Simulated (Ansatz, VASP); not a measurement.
# Se: VASP beside Ansatz

INCAR

```
PREC = Accurate ; ENCUT = 520
EDIFF = 1E-7 ; ISMEAR = -1
SIGMA = 0.08 ; LREAL = False
LASPH = True ; NELM = 100
ALGO = Normal ; ISIF = 2
LWAVE = False ; LCHARG = False
GGA = PE ; NBANDS = 13
```

KPOINTS

```
regular mesh
0
Gamma
  14 14 8
```

Contents of POSCAR:

```
Se
1.0
    3.2032695993      0.0000000000      0.0000000000
   -1.6016347997      2.7741128481      0.0000000000
    0.0000000000      0.0000000000      3.8166032083
Se
2
Direct
    0.3333333333      0.6666666667      0.2500000000
    0.6666666667      0.3333333333      0.7500000000
```

Input for Ansatz:

```yaml
crystal:
  lattice:
    - [3.2032695993, 0.0, 0.0]
    - [-1.6016347997, 2.7741128481, 0.0]
    - [0.0, 0.0, 3.8166032083]
  atoms:
    - { symbol: Se, position: [0.3333333333, 0.6666666667, 0.25] }
    - { symbol: Se, position: [0.6666666667, 0.3333333333, 0.75] }
kpoints:
  mp_grid: { grid: [14, 14, 8] }
scf:
  occupations: { method: fermi_dirac, width: 0.08 }
hamiltonian:
  xc: pbe
  pseudopotentials: { kind: paw }
output:
  forces: true
  stress: true
  eigenvalues: true
  populations: true
  write_density: true
  write_potential: true
  elf: true
  volumetric_format: npy
```

Change from the starting cell: volume scaled by 0.76, PAW files.

Alike in both runs: task single point; functional PBE; k mesh 14 × 14 × 8; occupations fermi-dirac, width 0.08 eV; no spin polarisation.

|  | VASP | Ansatz |
| --- | --- | --- |
| version | VASP 6.6.1 | Ansatz 0.2.0 |
| potentials or method | VASP PAW PBE potentials, release 64 (Se) | PAW with Ansatz's default frozen-core files, scalar-relativistic |
| plane-wave cutoff (eV) | 520 | 420 |
| valence electrons in the cell | 12 | 32 |

|  | VASP | Ansatz | Ansatz less VASP |
| --- | --- | --- | --- |
| pressure (GPa) | 26.8 | 26.6 | -0.17 |
| traceless stress, the component that is largest in VASP (GPa) | -0.02 | -0.11 | -0.082 |

VASP's potentials hold 12 valence electrons a cell and Ansatz's 32, so a difference there can come from the potentials and not from the codes.
